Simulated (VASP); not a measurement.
Runs of VASP 6.6.1 on SiC. The structure is that of space group P6_3mc (No. 186), or close to it. The cells are those of the table. 

| cell | gap on the mesh (eV) | pressure (GPa) | largest force (eV/Å) |
| --- | --- | --- | --- |
| a = 3.078, b = 3.078, c = 10.480 Å, angles 90.0, 90.0, 120.0°, 8 atoms | 2.39 | -7.9 | 0.21 |
| a = 3.201, b = 3.201, c = 9.271 Å, angles 90.0, 90.0, 120.0°, 8 atoms | 1.86 | 5.6 | 2.16 |
| a = 3.078, b = 3.078, c = 9.674 Å, angles 90.0, 90.0, 120.0°, 8 atoms | 2.51 | 10.3 | 0.61 |
| a = 2.954, b = 2.954, c = 10.883 Å, angles 90.0, 90.0, 120.0°, 8 atoms | (c) | 5.2 | 0.52 |
| a = 2.954, b = 2.954, c = 10.077 Å, angles 90.0, 90.0, 120.0°, 8 atoms | 2.41 | (b) | 0.53 |
| a = 3.078, b = 3.078, c = 9.271 Å, angles 90.0, 90.0, 120.0°, 8 atoms | (a) | 24.3 | 1.78 |

Alike in all rows: task single point; level r2SCAN; potentials or basis VASP PAW PBE potentials, release 64 (Si, C); no spin polarisation; k mesh 12 × 12 × 4; cutoff (eV) 520; smearing gaussian 0.05 eV.

Q: Estimate the missing entries.

A: (a) 2.16; (b) 22.2; (c) 1.87.

Caveats: the PAW data sets were made with another functional, which shifts forces and pressure a little; the stress differs along the axes, from -21 to -1 GPa (at least some runs); the stress differs along the axes, from -20 to 58 GPa (at least some runs); the stress differs along the axes, from 1 to 28 GPa (at least some runs); the stress differs along the axes, from -37 to 26 GPa (at least some runs); the stress differs along the axes, from 3 to 32 GPa (at least some runs); the stress differs along the axes, from 3 to 66 GPa (at least some runs).

A k mesh can miss the band edges.
